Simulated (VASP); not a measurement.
Runs of VASP 6.6.1 on MgZnTe2. The structure is that of space group P-4m2 (No. 115), or close to it. The cells are those of the table. 

```tsv
level	cell	gap on the mesh (eV)	pressure (GPa)	largest force (eV/Å)
r2SCAN	a = 4.433, b = 4.433, c = 6.342 Å, 4 atoms	2.10	0.0	0.02
PBE	a = 4.381, b = 4.381, c = 6.264 Å, 4 atoms	1.70	2.7	0.03
r2SCAN	a = 4.520, b = 4.520, c = 6.466 Å, 4 atoms	1.88	(c)	0.01
r2SCAN	a = 4.388, b = 4.388, c = 6.278 Å, 4 atoms	2.20	(a)	0.03
PBE	a = 4.473, b = 4.473, c = 6.394 Å, 4 atoms	1.47	0.0	0.01
r2SCAN	a = 4.477, b = 4.477, c = 6.405 Å, 4 atoms	1.99	-1.2	0.02
r2SCAN	a = 4.342, b = 4.342, c = 6.213 Å, 4 atoms	2.31	(b)	0.05
```

Alike in all rows: task single point; potentials or basis VASP PAW PBE potentials, release 64 (Mg, Te, Zn); no spin polarisation; k mesh 6 × 6 × 4; cutoff (eV) 520; smearing gaussian 0.01 eV.

**Question.** Estimate the missing entries.

**Answer.** (a) 1.3; (b) 3.0; (c) -2.2.

Caveats: spin-orbit coupling is left out, which moves the levels of the heavy elements; the PAW data sets were made with another functional, which shifts forces and pressure a little (some runs).

A k mesh can miss the band edges, and the runs leave out spin-orbit coupling on Te.
